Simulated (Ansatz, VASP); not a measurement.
# One calculation of Cs5O3, two programs

INCAR

```
SYSTEM = Cs5O3
PREC = Accurate ; ENCUT = 520
EDIFF = 1E-6 ; ISMEAR = 0
SIGMA = 0.1 ; LREAL = .False.
LASPH = .True. ; NELM = 150
ALGO = Normal ; ISIF = 2
LWAVE = .False. ; LCHARG = .False.
ISPIN = 2 ; MAGMOM = 0 0 0 0 0 1 1 1
LORBIT = 11 ; GGA = PE
NBANDS = 46
```

File KPOINTS:

```
regular mesh
0
Gamma
  4 4 4
  0 0 0
```

File POSCAR:

```
Cs5O3
1.0
    6.5746115584      0.0000000000      0.0000000000
    0.0000000000      6.5746115584      0.0000000000
    0.0000000000      0.0000000000      6.5746115584
Cs O
5 3
Direct
    0.5000000000      0.0000000000      0.0000000000
    0.0000000000      0.5000000000      0.0000000000
    0.0000000000      0.0000000000      0.5000000000
    0.5000000000      0.5000000000      0.5000000000
    0.0000000000      0.0000000000      0.0000000000
    0.0000000000      0.5000000000      0.5000000000
    0.5000000000      0.0000000000      0.5000000000
    0.5000000000      0.5000000000      0.0000000000
```

Input for Ansatz:

```yaml
crystal:
  lattice:
    - [6.5746115584, 0.0, 0.0]
    - [0.0, 6.5746115584, 0.0]
    - [0.0, 0.0, 6.5746115584]
  atoms:
    - { symbol: Cs, position: [0.5, 0.0, 0.0] }
    - { symbol: Cs, position: [0.0, 0.5, 0.0] }
    - { symbol: Cs, position: [0.0, 0.0, 0.5] }
    - { symbol: Cs, position: [0.5, 0.5, 0.5] }
    - { symbol: Cs, position: [0.0, 0.0, 0.0] }
    - { symbol: O, position: [0.0, 0.5, 0.5], spin: 1.0 }
    - { symbol: O, position: [0.5, 0.0, 0.5], spin: 1.0 }
    - { symbol: O, position: [0.5, 0.5, 0.0], spin: 1.0 }
basis:
  ecutwfc: 420
kpoints:
  mp_grid: { grid: [4, 4, 4] }
hamiltonian:
  xc: pbe
scf:
  occupations: { method: gaussian, width: 0.1 }
  lower_state_search: "off"
output:
  forces: true
  stress: true
  eigenvalues: true
  populations: true
magnetization:
  spin_polarized: true
```

Alike in both runs: task single point; functional PBE; k mesh 4 × 4 × 4; occupations gaussian, width 0.1 eV; collinear spin.

```csv
,VASP,Ansatz
version,VASP 6.6.1,Ansatz 0.2.0
potentials or method,"VASP PAW PBE potentials, release 64 (Cs_sv, O), cutoff 520 eV","scalar-relativistic, plane waves, PAW"
valence electrons in the cell,63,63
```

Ansatz gave:

| Quantity | Value |
| --- | --- |
| gap on the k mesh at the Fermi level (eV) | none |
| pressure (GPa) | 0.0 |
| net moment per atom (μB) | 0.13 |
| size of the moment on the site where the two differ most (μB) | 0.40 |

Problem. Which values does VASP return?

Solution. gap on the k mesh at the Fermi level (eV): none; pressure (GPa): 0.1; net moment per atom (μB): 0.13; size of the moment on the site where the two differ most (μB): 0.32.

Site moments also hang on the region over which each program counts them. A gap of «none» marks a metal or a gap that the smearing closes.

Spin-orbit coupling is off throughout.
